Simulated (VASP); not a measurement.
# NbCrCl (P4/nmm) in VASP: further runs

Runs on NbCrCl. Level: PBE. Tasks: single point, relaxation of cell and atoms.

Program: VASP 6.6.1. These are calculated values, not measurements. Logs are shortened: lines on timing, memory, paths and dates and some standing lists are left out, and cuts for length are marked.

**1. The cell of the first run**

The structure is tetragonal, space group P4/nmm (No. 129). Conventional cell: a = 3.241 Å, b = 3.241 Å, c = 10.935 Å, α = 90.00°, β = 90.00°, γ = 90.00°. Within 3.5 Å of Nb (site symmetry 4mm) lie 4 Cr at 2.69 Å and 4 Cl at 2.69 Å and 4 Nb at 3.24 Å. Cr (site symmetry -4m2) has 4 Cr at 2.29 Å and 4 Nb at 2.69 Å within 3.0 Å. Within 3.6 Å of Cl (site symmetry 4mm) lie 4 Nb at 2.69 Å and 4 Cl at 3.24 Å.

The cell was generated, and may not be a known phase.

**2. Single point, PBE**

Input file INCAR:

```
PREC = Accurate
ENCUT = 520
EDIFF = 1E-7
ISMEAR = 0
SIGMA = 0.1
LREAL = F
LASPH = T
NELM = 60
ALGO = Normal
ISIF = 2
LWAVE = F
LCHARG = F
GGA = PE
NBANDS = 41
```

Input file KPOINTS:

```
regular mesh
0
Gamma
  6 6 2
```

Input file POSCAR:

```
NbCrCl
1.0
    3.2413842296      0.0000000000      0.0000000000
    0.0000000000      3.2413842296      0.0000000000
    0.0000000000      0.0000000000     10.9345851532
Nb Cr Cl
2 2 2
Direct
    0.5000000000      0.0000000000      0.1961176236
    0.0000000000      0.5000000000      0.8038823764
    0.5000000000      0.5000000000      0.0000000000
    0.0000000000      0.0000000000      0.0000000000
    0.0000000000      0.5000000000      0.3257505636
    0.5000000000      0.0000000000      0.6742494364
```

Potentials or basis: VASP PAW PBE potentials, release 64 (Nb_sv, Cr_pv, Cl).

Started as:

```
cat potpaw_PBE.64/Nb_sv/POTCAR potpaw_PBE.64/Cr_pv/POTCAR potpaw_PBE.64/Cl/POTCAR > POTCAR
mpirun -np 1 vasp_std > vasp.out
```

OUTCAR:

```text
PREC = Accurate
   ENCUT = 520
   EDIFF = 1E-7
   ISMEAR = 0
   LREAL = F
   LASPH = T
   NELM = 60
   ISIF = 2
   GGA = PE

 ion  position               nearest neighbor table
   1  0.500  0.000  0.196-   3 2.69   4 2.69   3 2.69   4 2.69   5 2.69   5 2.69   5 2.69   5 2.69

   2  0.000  0.500  0.804-   3 2.69   4 2.69   4 2.69   3 2.69   6 2.69   6 2.69   6 2.69   6 2.69

   3  0.500  0.500  0.000-   4 2.29   4 2.29   4 2.29   4 2.29   2 2.69   2 2.69   1 2.69   1 2.69

   4  0.000  0.000  0.000-   3 2.29   3 2.29   3 2.29   3 2.29   2 2.69   1 2.69   1 2.69   2 2.69

   5  0.000  0.500  0.326-   1 2.69   1 2.69   1 2.69   1 2.69
   6  0.500  0.000  0.674-   2 2.69   2 2.69   2 2.69   2 2.69

  LATTYP: Found a simple tetragonal cell.
 ALAT       =     3.2413842296
 C/A-ratio  =     3.3734307255

  Lattice vectors:

 A1 = (   3.2413842296,   0.0000000000,   0.0000000000)
 A2 = (   0.0000000000,   3.2413842296,   0.0000000000)
 A3 = (   0.0000000000,   0.0000000000,  10.9345851532)

Analysis of symmetry for initial positions (statically):
=====================================================================
 Subroutine PRICEL returns:
 Original cell was already a primitive cell.

 Routine SETGRP: Setting up the symmetry group for a
 simple tetragonal supercell.

 Subroutine GETGRP returns: Found 16 space group operations
 (whereof  8 operations were pure point group operations)
 out of a pool of 16 trial point group operations.

The static configuration has the point symmetry D_2d.
 The point group associated with its full space group is D_4h.

Analysis of symmetry for dynamics (positions and initial velocities):
=====================================================================
 Subroutine PRICEL returns:
 Original cell was already a primitive cell.

 Routine SETGRP: Setting up the symmetry group for a
 simple tetragonal supercell.

 Subroutine GETGRP returns: Found 16 space group operations
 (whereof  8 operations were pure point group operations)
 out of a pool of 16 trial point group operations.

The dynamic configuration has the point symmetry D_2d.
 The point group associated with its full space group is D_4h.

 Subroutine INISYM returns: Found 16 space group operations
 (whereof  8 operations are pure point group operations),
 and found     1 'primitive' translations

----------------------------------------------------------------------------------------

                                     Primitive cell

  volume of cell :     114.8850

  direct lattice vectors                    reciprocal lattice vectors
     3.241384230  0.000000000  0.000000000     0.308510170  0.000000000  0.000000000
     0.000000000  3.241384230  0.000000000     0.000000000  0.308510170  0.000000000
     0.000000000  0.000000000 10.934585153     0.000000000  0.000000000  0.091452944

  length of vectors
     3.241384230  3.241384230 10.934585153     0.308510170  0.308510170  0.091452944

  position of ions in fractional coordinates (direct lattice)
     0.500000000  0.000000000  0.196117624
     0.000000000  0.500000000  0.803882376
     0.500000000  0.500000000  0.000000000
     0.000000000  0.000000000  0.000000000
     0.000000000  0.500000000  0.325750564
     0.500000000  0.000000000  0.674249436

  ion indices of the primitive-cell ions
   primitive index   ion index
                 1           1
                 2           2
                 3           3
                 4           4
                 5           5
                 6           6

----------------------------------------------------------------------------------------

 KPOINTS: regular mesh

Automatic generation of k-mesh.
 Grid dimensions read from file:
 generate k-points for:    6    6    2

 Generating k-lattice:

  Cartesian coordinates                     Fractional coordinates (reciprocal lattice)
     0.051418362  0.000000000  0.000000000     0.166666667  0.000000000  0.000000000
     0.000000000  0.051418362  0.000000000     0.000000000  0.166666667  0.000000000
     0.000000000  0.000000000  0.045726472     0.000000000  0.000000000  0.500000000

  Length of vectors
     0.051418362  0.051418362  0.045726472

  Shift w.r.t. Gamma in fractional coordinates (k-lattice)
     0.000000000  0.000000000  0.000000000

 Subroutine IBZKPT returns following result:
 ===========================================

 Found     20 irreducible k-points:

 Following reciprocal coordinates:
            Coordinates               Weight
  0.000000  0.000000  0.000000      1.000000
  0.166667  0.000000  0.000000      4.000000
  0.333333  0.000000  0.000000      4.000000
  0.500000  0.000000  0.000000      2.000000
  0.166667  0.166667  0.000000      4.000000
  0.333333  0.166667  0.000000      8.000000
[... 12 lines left out ...]
  0.500000  0.333333  0.500000      4.000000
  0.500000  0.500000  0.500000      1.000000
   k-points           NKPTS =     20   k-points in BZ     NKDIM =     20   number of bands    NBANDS=     41
   number of dos      NEDOS =    301   number of ions     NIONS =      6
   total plane-waves  NPLWV =  48384
   dimension x,y,z NGX =    24 NGY =   24 NGZ =   84
   dimension x,y,z NGXF=    48 NGYF=   48 NGZF=  168
   ions per type =               2   2   2
   NGX,Y,Z   is equivalent  to a cutoff of  12.31, 12.31, 12.77 a.u.
   NGXF,Y,Z  is equivalent  to a cutoff of  24.62, 24.62, 25.54 a.u.
 SYSTEM =  unknown system
   PREC   = accura    normal or accurate (medium, high low for compatibility)
   ISTART =      0    job   : 0-new  1-cont  2-samecut
   ICHARG =      2    charge: 1-file 2-atom 10-const
   ISPIN  =      1    spin polarized calculation?
   LNONCOLLINEAR =      F non collinear calculations
   LSORBIT =      F    spin-orbit coupling
   LASPH  =      T    aspherical Exc in radial PAW
   ENCUT  =  520.0 eV  38.22 Ry    6.18 a.u.   6.03  6.03 20.33*2*pi/ulx,y,z
   NELM   =     60;   NELMIN=  2; NELMDL= -5     # of ELM steps
   EDIFF  = 0.1E-06   stopping-criterion for ELM
   LREAL  =      F    real-space projection
   EDIFFG = 0.1E-05   stopping-criterion for IOM
   NSW    =      0    number of steps for IOM
   IBRION =     -1    ionic relax: 0-MD 1-quasi-New 2-CG
   NFREE  =      0    steps in history (QN), initial steepest desc. (CG)
   ISIF   =      2    stress and relaxation
   ISYM   =      2    0-nonsym 1-usesym 2-fastsym
   POTIM  = 0.5000    time-step for ionic-motion
   TEBEG  =    0.0;   TEEND  =   0.0 temperature during run
   PSTRESS=    0.0 pullay stress
   NELECT =      64.0000    total number of electrons
   NUPDOWN=      -1.0000    fix difference up-down
   EMIN   =  10.00;   EMAX   =-10.00  energy-range for DOS
   EFERMI =   0.00;   METHOD = LEGACY
   ISMEAR =     0;   SIGMA  =   0.10  broadening in eV -4-tet -1-fermi 0-gaus
   EFERMI_NEDOS =   21; number of points for ismear=-14 and -15
   IALGO  =     38    algorithm
   IMIX   =      4    mixing-type and parameters
     AMIX     =   0.40;   BMIX     =  1.00
     AMIX_MAG =   1.60;   BMIX_MAG =  1.00
  volume/ion in A,a.u.               =      19.15       129.21
  Fermi-wavevector in a.u.,A,eV,Ry     =   1.347040  2.545536 24.687986  1.814516
  Thomas-Fermi vector in A             =   2.474823
   LORBIT       =      0    0 simple, 1 ext, 2 COOP (PROOUT), +10 PAW based schemes
   GGA     = PE    functional components
   LHFCALC =     F    Hartree Fock is set to
   AEXX    =    0.0000 exact exchange contribution
   IVDW    =     0    specifies the selected vdW correction
   LEPSILON=     F    determine dielectric tensor
   LRPA    =     F    only Hartree local field effects (RPA)
 non-spin polarized calculation
 Gauss-broadening in eV      SIGMA  =   0.10
  energy-cutoff  :      520.00
  volume of cell :      114.89
 maximum number of plane-waves:      3124
   NGX = 13   NGY = 13   NGZ = 41

 number of electron      63.9999994 magnetization

 Free energy of the ion-electron system (eV)
  ---------------------------------------------------
  ext. energy  EPLUGINS =         0.00000000
  ---------------------------------------------------
  free energy    TOTEN  =       -44.03044007 eV

  energy without entropy =      -43.99242267  energy(sigma->0) =      -44.01143137

 E-fermi :   7.4021     XC(G=0): -10.4908

 val. band max:        7.3495754661   @ k =   0.5000   0.3333   0.0000
 cond. band min:       7.4059455929   @ k =   0.3333   0.1667   0.5000
 fundamental gap:      0.0563701268
 Fermi energy:         7.4021369747

 k-point     1 :       0.0000    0.0000    0.0000
  band No.  band energies     occupation
      1     -47.8651      2.00000
      2     -47.8635      2.00000
      3     -35.6142      2.00000
      4     -35.6142      2.00000
      5     -35.1267      2.00000
      6     -34.8323      2.00000
[... 33 lines left out ...]
     40       9.9147      0.00000
     41      10.5323      0.00000

 k-point     2 :       0.1667    0.0000    0.0000
  band No.  band energies     occupation
      1     -47.8590      2.00000
      2     -47.8575      2.00000
      3     -35.5587      2.00000
      4     -35.5489      2.00000
      5     -35.1065      2.00000
      6     -34.8515      2.00000
[... 33 lines left out ...]
     40      10.0470      0.00000
     41      10.1185      0.00000

 k-point     3 :       0.3333    0.0000    0.0000
  band No.  band energies     occupation
      1     -47.8465      2.00000
      2     -47.8457      2.00000
      3     -35.3985      2.00000
      4     -35.3687      2.00000
      5     -35.0517      2.00000
      6     -34.9050      2.00000
[... 33 lines left out ...]
     40       9.5760      0.00000
     41       9.8080      0.00000

 k-point     4 :       0.5000    0.0000    0.0000
  band No.  band energies     occupation
      1     -47.8400      2.00000
      2     -47.8400      2.00000
      3     -35.1586      2.00000
      4     -35.1586      2.00000
      5     -35.1178      2.00000
      6     -35.1178      2.00000
[... 649 lines left out ...]
     40       9.9977      0.00000
     41      10.1401      0.00000

 k-point    19 :       0.5000    0.3333    0.5000
  band No.  band energies     occupation
      1     -47.8224      2.00000
      2     -47.8224      2.00000
      3     -35.7059      2.00000
      4     -35.7059      2.00000
      5     -34.9750      2.00000
      6     -34.9750      2.00000
[... 33 lines left out ...]
     40      10.1320      0.00000
     41      10.7765      0.00000

 k-point    20 :       0.5000    0.5000    0.5000
  band No.  band energies     occupation
      1     -47.8165      2.00000
      2     -47.8165      2.00000
      3     -35.7941      2.00000
      4     -35.7941      2.00000
      5     -34.9741      2.00000
      6     -34.9741      2.00000
[... 33 lines left out ...]
     40      10.8914      0.00000
     41      11.1221      0.00000

------------------------ aborting loop because EDIFF is reached ----------------------------------------

  FORCE on cell =-STRESS in cart. coord.  units (eV):
  Direction    XX          YY          ZZ          XY          YZ          ZX
  --------------------------------------------------------------------------------------
  -------------------------------------------------------------------------------------
  Total       -0.1173704     -0.1173704     -0.1748088      0.0000000     -0.0000000      0.0000000
  in kB       -1.6368390     -1.6368390     -2.4378701      0.0000000     -0.0000000      0.0000000
  external PRESSURE =      -1.9038493 kB  Pullay stress =       0.0000000 kB

 VOLUME and BASIS-vectors are now :
 -----------------------------------------------------------------------------
  energy-cutoff  :      520.00
  volume of cell :      114.89
      direct lattice vectors                 reciprocal lattice vectors
     3.241384230  0.000000000  0.000000000     0.308510170  0.000000000  0.000000000
     0.000000000  3.241384230  0.000000000     0.000000000  0.308510170  0.000000000
     0.000000000  0.000000000 10.934585153     0.000000000  0.000000000  0.091452944

 POSITION                                       TOTAL-FORCE (eV/Angst)
 -----------------------------------------------------------------------------------
      1.62069      0.00000      2.14446         0.000000      0.000000     -0.010330
      0.00000      1.62069      8.79012        -0.000000      0.000000      0.010330
      1.62069      1.62069      0.00000         0.000000     -0.000000      0.000000
      0.00000      0.00000      0.00000        -0.000000      0.000000      0.000000
      0.00000      1.62069      3.56195        -0.000000     -0.000000     -0.018079
      1.62069      0.00000      7.37264        -0.000000      0.000000      0.018079
 -----------------------------------------------------------------------------------
    total drift:                                0.000000     -0.000000     -0.000000

  FREE ENERGIE OF THE ION-ELECTRON SYSTEM (eV)
  ---------------------------------------------------
  free  energy   TOTEN  =       -44.0304400662 eV

  energy  without entropy=      -43.9924226667  energy(sigma->0) =      -44.01143137
```

Wall time 3.7 min (1 thread of Intel Xeon 8259CL, shared host); peak memory 0.25 GiB.

Results:

```
Free energy            : -44.0304 eV
Pressure               : -0.2 GPa
Largest force          : 0.018 eV/Å
Band gap on the k mesh : zero (bands 32 and 33 overlap by 0.51 eV)
```

Forces on the atoms (eV/Å):
```
Nb   0.000  0.000 -0.010
Nb   0.000  0.000  0.010
Cr   0.000  0.000  0.000
Cr   0.000  0.000  0.000
Cl   0.000  0.000 -0.018
Cl   0.000  0.000  0.018
```

Stress tensor (GPa, compression positive):
```
-0.16  0.00  0.00
 0.00 -0.16  0.00
 0.00  0.00 -0.24
```

Levels at points of the mesh, in eV from the Fermi level:
| k point | band 30 | band 31 | band 32 | band 33 | band 34 | band 35 |
| --- | --- | --- | --- | --- | --- | --- |
| (0.00, 0.00, 0.00) | -1.68 | -0.74 | 0.33 | 0.60 | 1.08 | 1.08 |
| (0.50, 0.00, 0.00) | -0.76 | -0.17 | -0.17 | -0.13 | -0.13 | 1.22 |
| (0.50, 0.50, 0.00) | -0.48 | 0.26 | 0.26 | 1.29 | 1.29 | 1.89 |
| (0.00, 0.00, 0.50) | -1.68 | -1.03 | 0.37 | 0.61 | 1.09 | 1.09 |
| (0.50, 0.00, 0.50) | -0.76 | -0.17 | -0.17 | -0.14 | -0.14 | 1.23 |
| (0.50, 0.50, 0.50) | -0.41 | 0.23 | 0.23 | 1.29 | 1.29 | 1.74 |

Caveat: this functional lacks dispersion, which binds layers or chains, so the pressure and a relaxed spacing across them are unreliable; the run has no spin polarisation, though such a crystal can be magnetic. With open d or f shells a metallic result of PBE can be an artefact of self-interaction; +U or a hybrid may open a gap.

**3. Relaxation of cell and atoms, PBE**

Input file INCAR:

```
SYSTEM = NbCrCl
PREC = Accurate
ENCUT = 600
EDIFF = 1E-6
ISMEAR = 0
SIGMA = 0.1
LREAL = .False.
LASPH = .True.
NELM = 100
ALGO = Normal
ISIF = 3
LWAVE = .False.
LCHARG = .False.
GGA = PE
IBRION = 2
NSW = 90
EDIFFG = -0.04
```

Input file KPOINTS:

```
Automatic mesh
0
Gamma
  6 6 2
  0 0 0
```

Input file POSCAR:

```
NbCrCl
1.0
    3.2472894266      0.0000000000      0.0000000000
    0.0000000000      3.2472894266      0.0000000000
    0.0000000000      0.0000000000     10.9087065482
Nb Cr Cl
2 2 2
Direct
    0.5000000000      0.0000000000      0.1968825869
    0.0000000000      0.5000000000      0.8031174131
    0.5000000000      0.5000000000      0.0000000000
    0.0000000000      0.0000000000      0.0000000000
    0.0000000000      0.5000000000      0.3239284090
    0.5000000000      0.0000000000      0.6760715910
```

Potentials or basis: VASP PAW PBE potentials, release 64 (Nb_sv, Cr_pv, Cl).

Started as:

```
cat potpaw_PBE.64/Nb_sv/POTCAR potpaw_PBE.64/Cr_pv/POTCAR potpaw_PBE.64/Cl/POTCAR > POTCAR
mpirun -np 1 vasp_std > vasp.out
```

Run time: 13 min. Hardware: 1 thread of Intel Xeon 8259CL, shared host; peak memory 0.32 GiB.

Results (log left out):

| Quantity | Value |
| --- | --- |
| Free energy | -44.0307 eV |
| Relaxed volume | 19.16 Å³/atom |
| Relaxed cell | a = 3.240 Å, b = 3.240 Å, c = 10.951 Å, α = 90.00°, β = 90.00°, γ = 90.00° |
| Space group after relaxing (to 0.1 Å) | P4/nmm (No. 129) |
| Energy gained by relaxing | 0.6 meV/atom |
| Ionic steps | 4 |
| Pressure after relaxing | 0.0 GPa |
| Largest force after relaxing | 0.009 eV/Å |
| Band gap on the k mesh | zero (bands 32 and 33 overlap by 0.52 eV) |

Forces in eV/Å, atoms in the order of the input:
```
Nb   0.000  0.000 -0.009
Nb   0.000  0.000  0.009
Cr   0.000  0.000  0.000
Cr   0.000  0.000  0.000
Cl   0.000  0.000  0.001
Cl   0.000  0.000 -0.001
```

Step by step:
```csv
step,energy change (eV),largest force (eV/Å),pressure (GPa),volume (Å³)
1,0.0000,0.1337,-0.23,115.03
2,-0.0021,0.0702,0.34,114.58
3,-0.0021,0.0676,0.39,114.52
4,-0.0033,0.0089,0.03,114.97
```

Final structure:
```cif
data_structure
_symmetry_space_group_name_H-M 'P 1'
_symmetry_Int_Tables_number 1
_cell_length_a 3.2402
_cell_length_b 3.2402
_cell_length_c 10.9508
_cell_angle_alpha 90.000
_cell_angle_beta 90.000
_cell_angle_gamma 90.000
_cell_volume 114.97
loop_
_atom_site_label
_atom_site_type_symbol
_atom_site_fract_x
_atom_site_fract_y
_atom_site_fract_z
_atom_site_occupancy
Nb1 Nb 0.50000 0.00000 0.19578 1
Nb2 Nb 0.00000 0.50000 0.80422 1
Cr1 Cr 0.50000 0.50000 0.00000 1
Cr2 Cr 0.00000 0.00000 0.00000 1
Cl1 Cl 0.00000 0.50000 0.32488 1
Cl2 Cl 0.50000 0.00000 0.67512 1
```

Levels at points of the mesh, in eV from the Fermi level:
| k point | band 29 | band 30 | band 31 | band 32 | band 33 | band 34 | band 35 | band 36 |
| --- | --- | --- | --- | --- | --- | --- | --- | --- |
| (0.00, 0.00, 0.00) | -1.68 | -1.68 | -0.74 | 0.34 | 0.60 | 1.08 | 1.08 | 1.88 |
| (0.50, 0.00, 0.00) | -0.76 | -0.76 | -0.17 | -0.17 | -0.14 | -0.14 | 1.22 | 1.22 |
| (0.50, 0.50, 0.00) | -0.47 | -0.47 | 0.26 | 0.26 | 1.29 | 1.29 | 1.90 | 1.90 |
| (0.00, 0.00, 0.50) | -1.68 | -1.68 | -1.02 | 0.38 | 0.61 | 1.09 | 1.09 | 1.88 |
| (0.50, 0.00, 0.50) | -0.76 | -0.76 | -0.17 | -0.17 | -0.14 | -0.14 | 1.23 | 1.23 |
| (0.50, 0.50, 0.50) | -0.41 | -0.41 | 0.24 | 0.24 | 1.29 | 1.29 | 1.75 | 1.75 |

Caveat: this functional lacks dispersion, which binds layers or chains, so the pressure and a relaxed spacing across them are unreliable; the run has no spin polarisation, though such a crystal can be magnetic.

(Continued in part 2 of 2.)

The gap in the log of VASP goes by the Fermi energy; the results here count the filled bands.